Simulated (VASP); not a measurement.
# Be7S (Pm-3m) in VASP: notebook

The runs below take Be7S through relaxation of cell and atoms, with PBE.

Everything below comes from runs of VASP 6.6.1. Logs are shortened: lines on timing, memory, paths and dates and some standing lists are left out, and cuts for length are marked.

## Step 1: The cell of the first run

The structure is cubic, space group Pm-3m (No. 221). Conventional cell: a = 4.253 Å, b = 4.253 Å, c = 4.253 Å, α = 90.00°, β = 90.00°, γ = 90.00°. Be (site symmetry 4mm) has 6 Be at 1.38 to 1.96 Å within 2.0 Å. Be (site symmetry m-3m) has 6 Be at 1.38 Å within 1.9 Å. S (site symmetry m-3m) has 32 Be at 3.10 to 3.68 Å and 6 S at 4.25 Å within 4.3 Å.

The cell was generated, and may not be a known phase.

## Step 2: Relaxation of cell and atoms, PBE

File INCAR:

```
  ALGO = Normal
  EDIFF = 1E-7
  EDIFFG = -0.08
  ENCUT = 600
  GGA = PE
  GGA_COMPAT = False
  IBRION = 2
  ISIF = 3
  ISMEAR = 0
  LASPH = True
  LCHARG = False
  LREAL = False
  LWAVE = False
  NELM = 120
  NELMIN = 4
  NSW = 36
  PREC = Accurate
  SIGMA = 0.2
```

File KPOINTS:

```
k-points
0
Gamma
  4 4 4
```

File POSCAR:

```
Be7S
1.0
    4.2527078600      0.0000000000      0.0000000000
    0.0000000000      4.2527078600      0.0000000000
    0.0000000000      0.0000000000      4.2527078600
Be S
7 1
Direct
    0.1743660500      0.5000000000      0.5000000000
    0.8256339500      0.5000000000      0.5000000000
    0.5000000000      0.1743660500      0.5000000000
    0.5000000000      0.8256339500      0.5000000000
    0.5000000000      0.5000000000      0.1743660500
    0.5000000000      0.5000000000      0.8256339500
    0.5000000000      0.5000000000      0.5000000000
    0.0000000000      0.0000000000      0.0000000000
```

Potentials or basis: VASP PAW PBE potentials, release 64 (Be, S).

Run with:

```sh
$ cat potpaw_PBE.64/Be/POTCAR potpaw_PBE.64/S/POTCAR > POTCAR
$ mpirun -np 1 vasp_std > vasp.out
```

OUTCAR:

```text
EDIFF = 1E-7
   EDIFFG = -0.08
   ENCUT = 600
   GGA = PE
   IBRION = 2
   ISIF = 3
   ISMEAR = 0
   LASPH = True
   LREAL = False
   NELM = 120
   NELMIN = 4
   NSW = 36
   PREC = Accurate

 ion  position               nearest neighbor table
   1  0.174  0.500  0.500-   7 1.38   2 1.48   4 1.96   5 1.96   6 1.96   3 1.96
   2  0.826  0.500  0.500-   7 1.38   1 1.48   4 1.96   5 1.96   6 1.96   3 1.96
   3  0.500  0.174  0.500-   7 1.38   4 1.48   1 1.96   5 1.96   6 1.96   2 1.96
   4  0.500  0.826  0.500-   7 1.38   3 1.48   1 1.96   5 1.96   6 1.96   2 1.96
   5  0.500  0.500  0.174-   7 1.38   6 1.48   3 1.96   4 1.96   1 1.96   2 1.96
   6  0.500  0.500  0.826-   7 1.38   5 1.48   3 1.96   4 1.96   1 1.96   2 1.96
   7  0.500  0.500  0.500-   1 1.38   2 1.38   3 1.38   4 1.38   5 1.38   6 1.38
   8  0.000  0.000  0.000-

  LATTYP: Found a simple cubic cell.
 ALAT       =     4.2527078600

  Lattice vectors:

 A1 = (   4.2527078600,   0.0000000000,   0.0000000000)
 A2 = (   0.0000000000,   4.2527078600,   0.0000000000)
 A3 = (   0.0000000000,   0.0000000000,   4.2527078600)

Analysis of symmetry for initial positions (statically):
=====================================================================
 Subroutine PRICEL returns:
 Original cell was already a primitive cell.

 Routine SETGRP: Setting up the symmetry group for a
 simple cubic supercell.

 Subroutine GETGRP returns: Found 48 space group operations
 (whereof 48 operations were pure point group operations)
 out of a pool of 48 trial point group operations.

The static configuration has the point symmetry O_h .

Analysis of symmetry for dynamics (positions and initial velocities):
=====================================================================
 Subroutine PRICEL returns:
 Original cell was already a primitive cell.

 Routine SETGRP: Setting up the symmetry group for a
 simple cubic supercell.

 Subroutine GETGRP returns: Found 48 space group operations
 (whereof 48 operations were pure point group operations)
 out of a pool of 48 trial point group operations.

The dynamic configuration has the point symmetry O_h .

 Subroutine INISYM returns: Found 48 space group operations
 (whereof 48 operations are pure point group operations),
 and found     1 'primitive' translations

----------------------------------------------------------------------------------------

                                     Primitive cell

  volume of cell :      76.9125

  direct lattice vectors                    reciprocal lattice vectors
     4.252707860  0.000000000  0.000000000     0.235144297  0.000000000  0.000000000
     0.000000000  4.252707860  0.000000000     0.000000000  0.235144297  0.000000000
     0.000000000  0.000000000  4.252707860     0.000000000  0.000000000  0.235144297

  length of vectors
     4.252707860  4.252707860  4.252707860     0.235144297  0.235144297  0.235144297

  position of ions in fractional coordinates (direct lattice)
     0.174366050  0.500000000  0.500000000
     0.825633950  0.500000000  0.500000000
     0.500000000  0.174366050  0.500000000
     0.500000000  0.825633950  0.500000000
     0.500000000  0.500000000  0.174366050
     0.500000000  0.500000000  0.825633950
     0.500000000  0.500000000  0.500000000
     0.000000000  0.000000000  0.000000000

  ion indices of the primitive-cell ions
   primitive index   ion index
                 1           1
                 2           2
                 3           3
                 4           4
                 5           5
                 6           6
                 7           7
                 8           8

----------------------------------------------------------------------------------------

 KPOINTS: k-points

Automatic generation of k-mesh.
 Grid dimensions read from file:
 generate k-points for:    4    4    4

 Generating k-lattice:

  Cartesian coordinates                     Fractional coordinates (reciprocal lattice)
     0.058786074  0.000000000  0.000000000     0.250000000  0.000000000  0.000000000
     0.000000000  0.058786074  0.000000000     0.000000000  0.250000000  0.000000000
     0.000000000  0.000000000  0.058786074     0.000000000  0.000000000  0.250000000

  Length of vectors
     0.058786074  0.058786074  0.058786074

  Shift w.r.t. Gamma in fractional coordinates (k-lattice)
     0.000000000  0.000000000  0.000000000

 Subroutine IBZKPT returns following result:
 ===========================================

 Found     10 irreducible k-points:

 Following reciprocal coordinates:
            Coordinates               Weight
  0.000000  0.000000  0.000000      1.000000
  0.250000  0.000000  0.000000      6.000000
  0.500000  0.000000  0.000000      3.000000
  0.250000  0.250000  0.000000     12.000000
  0.500000  0.250000  0.000000     12.000000
  0.500000  0.500000  0.000000      3.000000
  0.250000  0.250000  0.250000      8.000000
  0.500000  0.250000  0.250000     12.000000
  0.500000  0.500000  0.250000      6.000000
  0.500000  0.500000  0.500000      1.000000
   k-points           NKPTS =     10   k-points in BZ     NKDIM =     10   number of bands    NBANDS=     15
   number of dos      NEDOS =    301   number of ions     NIONS =      8
   total plane-waves  NPLWV =  46656
   dimension x,y,z NGX =    36 NGY =   36 NGZ =   36
   dimension x,y,z NGXF=    72 NGYF=   72 NGZF=   72
   ions per type =               7   1
   NGX,Y,Z   is equivalent  to a cutoff of  14.07, 14.07, 14.07 a.u.
   NGXF,Y,Z  is equivalent  to a cutoff of  28.15, 28.15, 28.15 a.u.
 SYSTEM =  unknown system
   PREC   = accura    normal or accurate (medium, high low for compatibility)
   ISTART =      0    job   : 0-new  1-cont  2-samecut
   ICHARG =      2    charge: 1-file 2-atom 10-const
   ISPIN  =      1    spin polarized calculation?
   LNONCOLLINEAR =      F non collinear calculations
   LSORBIT =      F    spin-orbit coupling
   LASPH  =      T    aspherical Exc in radial PAW
   ENCUT  =  600.0 eV  44.10 Ry    6.64 a.u.   8.49  8.49  8.49*2*pi/ulx,y,z
   NELM   =    120;   NELMIN=  4; NELMDL= -5     # of ELM steps
   EDIFF  = 0.1E-06   stopping-criterion for ELM
   LREAL  =      F    real-space projection
   EDIFFG = -.8E-01   stopping-criterion for IOM
   NSW    =     36    number of steps for IOM
   IBRION =      2    ionic relax: 0-MD 1-quasi-New 2-CG
   NFREE  =      1    steps in history (QN), initial steepest desc. (CG)
   ISIF   =      3    stress and relaxation
   ISYM   =      2    0-nonsym 1-usesym 2-fastsym
   POTIM  = 0.5000    time-step for ionic-motion
   TEBEG  =    0.0;   TEEND  =   0.0 temperature during run
   PSTRESS=    0.0 pullay stress
   NELECT =      20.0000    total number of electrons
   NUPDOWN=      -1.0000    fix difference up-down
   EMIN   =  10.00;   EMAX   =-10.00  energy-range for DOS
   EFERMI =   0.00;   METHOD = LEGACY
   ISMEAR =     0;   SIGMA  =   0.20  broadening in eV -4-tet -1-fermi 0-gaus
   EFERMI_NEDOS =   21; number of points for ismear=-14 and -15
   IALGO  =     38    algorithm
   IMIX   =      4    mixing-type and parameters
     AMIX     =   0.40;   BMIX     =  1.00
     AMIX_MAG =   1.60;   BMIX_MAG =  1.00
  volume/ion in A,a.u.               =       9.61        64.88
  Fermi-wavevector in a.u.,A,eV,Ry     =   1.044927  1.974626 14.855826  1.091872
  Thomas-Fermi vector in A             =   2.179701
   LORBIT       =      0    0 simple, 1 ext, 2 COOP (PROOUT), +10 PAW based schemes
   GGA     = PE    functional components
   LHFCALC =     F    Hartree Fock is set to
   AEXX    =    0.0000 exact exchange contribution
   IVDW    =     0    specifies the selected vdW correction
   LEPSILON=     F    determine dielectric tensor
   LRPA    =     F    only Hartree local field effects (RPA)
 conjugate gradient relaxation of ions
 non-spin polarized calculation
 Gauss-broadening in eV      SIGMA  =   0.20
  energy-cutoff  :      600.00
  volume of cell :       76.91
 maximum number of plane-waves:      2612
 NGX is ok and might be reduce to    36
   NGX = 17   NGY = 17   NGZ = 17

--------------------------------------- Ionic step        1  -------------------------------------------

 number of electron      19.9999999 magnetization

 Free energy of the ion-electron system (eV)
  ---------------------------------------------------
  ext. energy  EPLUGINS =         0.00000000
  ---------------------------------------------------
  free energy    TOTEN  =         0.04664417 eV

  energy without entropy =        0.15157526  energy(sigma->0) =        0.09910972

 E-fermi :   4.4178     XC(G=0):  -9.9755

 val. band max:        4.3972517390   @ k =   0.5000   0.2500   0.2500
 cond. band min:       4.4733296111   @ k =   0.5000   0.5000   0.5000
 fundamental gap:      0.0760778720
 Fermi energy:         4.4178169882

 k-point     1 :       0.0000    0.0000    0.0000
  band No.  band energies     occupation
      1      -8.2844      2.00000
      2      -2.3327      2.00000
      3      -0.3604      2.00000
      4      -0.3604      2.00000
      5      -0.3604      2.00000
      6       2.9476      2.00000
      7       3.5570      2.00000
      8       3.5570      2.00000
      9       3.5570      2.00000
     10       3.6157      2.00000
     11       3.6158      2.00000
     12       7.9157      0.00000
     13       7.9159      0.00000
     14       7.9159      0.00000
     15       9.0151      0.00000
[... 451 lines left out ...]
  energy  without entropy=      -17.1539827469  energy(sigma->0) =      -17.26336786

--------------------------------------- Ionic step        8  -------------------------------------------

 number of electron      20.0000001 magnetization

 Free energy of the ion-electron system (eV)
  ---------------------------------------------------
  ext. energy  EPLUGINS =         0.00000000
  ---------------------------------------------------
  free energy    TOTEN  =       -17.43999165 eV

  energy without entropy =      -17.24395372  energy(sigma->0) =      -17.34197269

 E-fermi :  -1.0085     XC(G=0):  -6.7235

 val. band max:       -1.0235121335   @ k =   0.5000   0.0000   0.0000
 cond. band min:      -0.9754015255   @ k =   0.2500   0.0000   0.0000
 fundamental gap:      0.0481106080
 Fermi energy:        -1.0084521141

 k-point     1 :       0.0000    0.0000    0.0000
  band No.  band energies     occupation
      1     -11.2237      2.00000
      2      -7.0520      2.00000
      3      -3.5251      2.00000
      4      -3.5251      2.00000
      5      -3.5251      2.00000
      6      -2.3495      2.00000
      7      -2.2214      2.00000
      8      -2.2214      2.00000
      9      -1.1502      1.68392
     10      -1.1502      1.68391
     11      -1.1502      1.68391
     12       1.7472      0.00000
     13       1.7473      0.00000
     14       1.7473      0.00000
     15       2.5759      0.00000
[... 195 lines left out ...]
  FREE ENERGIE OF THE ION-ELECTRON SYSTEM (eV)
  ---------------------------------------------------
  free  energy   TOTEN  =       -17.4399916546 eV

  energy  without entropy=      -17.2439537235  energy(sigma->0) =      -17.34197269

 reached required accuracy - stopping structural energy minimisation
```

It took 2.8 min on 1 thread of Intel Xeon 8259CL, shared host; peak memory 0.2 GiB.

Results:

| Quantity | Value |
| --- | --- |
| Free energy | -17.4400 eV |
| Relaxed volume | 24.73 Å³/atom |
| Relaxed cell | a = 5.827 Å, b = 5.827 Å, c = 5.827 Å, α = 90.00°, β = 90.00°, γ = 90.00° |
| Space group after relaxing (to 0.1 Å) | Pm-3m (No. 221) |
| Energy gained by relaxing | 2185.8 meV/atom |
| Ionic steps | 8 |
| Pressure after relaxing | -0.3 GPa |
| Largest force after relaxing | 0.077 eV/Å |
| Band gap on the k mesh | zero (bands 10 and 11 overlap by 0.28 eV) |

Forces on the atoms (eV/Å):
```
Be  -0.077  0.000  0.000
Be   0.077  0.000  0.000
Be   0.000 -0.077  0.000
Be   0.000  0.077  0.000
Be   0.000  0.000 -0.077
Be   0.000  0.000  0.077
Be   0.000  0.000  0.000
S    0.000  0.000  0.000
```

Step by step:
| step | energy change (eV) | largest force (eV/Å) | pressure (GPa) | volume (Å³) |
| --- | --- | --- | --- | --- |
| 1 | 0.0000 | 1.4617 | 93.28 | 76.91 |
| 2 | -15.6633 | 4.1717 | 8.08 | 157.56 |
| 3 | -16.0075 | 4.0751 | 4.93 | 172.59 |
| 4 | -16.0562 | 3.7335 | 0.84 | 205.45 |
| 5 | -16.9624 | 0.7534 | -2.87 | 234.42 |
| 6 | -17.2506 | 0.3385 | -2.26 | 223.08 |
| 7 | -17.4194 | 0.1548 | -1.37 | 209.98 |
| 8 | -17.4866 | 0.0773 | -0.26 | 197.83 |

Final structure:
```yaml
crystal:
  lattice:
    - [5.82684, 0.00000, 0.00000]
    - [0.00000, 5.82684, 0.00000]
    - [0.00000, 0.00000, 5.82684]
  atoms:
    - { symbol: Be, position: [0.17631, 0.50000, 0.50000] }
    - { symbol: Be, position: [0.82369, 0.50000, 0.50000] }
    - { symbol: Be, position: [0.50000, 0.17631, 0.50000] }
    - { symbol: Be, position: [0.50000, 0.82369, 0.50000] }
    - { symbol: Be, position: [0.50000, 0.50000, 0.17631] }
    - { symbol: Be, position: [0.50000, 0.50000, 0.82369] }
    - { symbol: Be, position: [0.50000, 0.50000, 0.50000] }
    - { symbol: S, position: [0.00000, 0.00000, 0.00000] }
```

Levels at points of the mesh, in eV from the Fermi level:
```csv
k point,band 7,band 8,band 9,band 10,band 11,band 12,band 13,band 14
"(0.00, 0.00, 0.00)",-1.21,-1.21,-0.14,-0.14,-0.14,2.76,2.76,2.76
"(0.50, 0.00, 0.00)",-1.15,-0.34,-0.34,-0.02,0.17,1.65,1.65,2.82
"(0.50, 0.50, 0.00)",-0.26,-0.26,-0.19,0.14,0.14,0.34,1.36,1.36
"(0.50, 0.50, 0.50)",-0.83,-0.83,0.06,0.06,0.06,1.23,1.23,1.23
```

Caveat: the k points lie up to 0.27 Å⁻¹ apart in the final cell; the volume moved by over 15 % at a fixed basis, so the end points are rough; semilocal functionals underestimate gaps, and a narrow one can read as zero; the relaxation stopped at a loose force limit of 0.08 eV/Å, so its end isn't a converged minimum.

(Part 1 of 3 ends here.)

The gap in the log of VASP goes by the Fermi energy; the results here count the filled bands.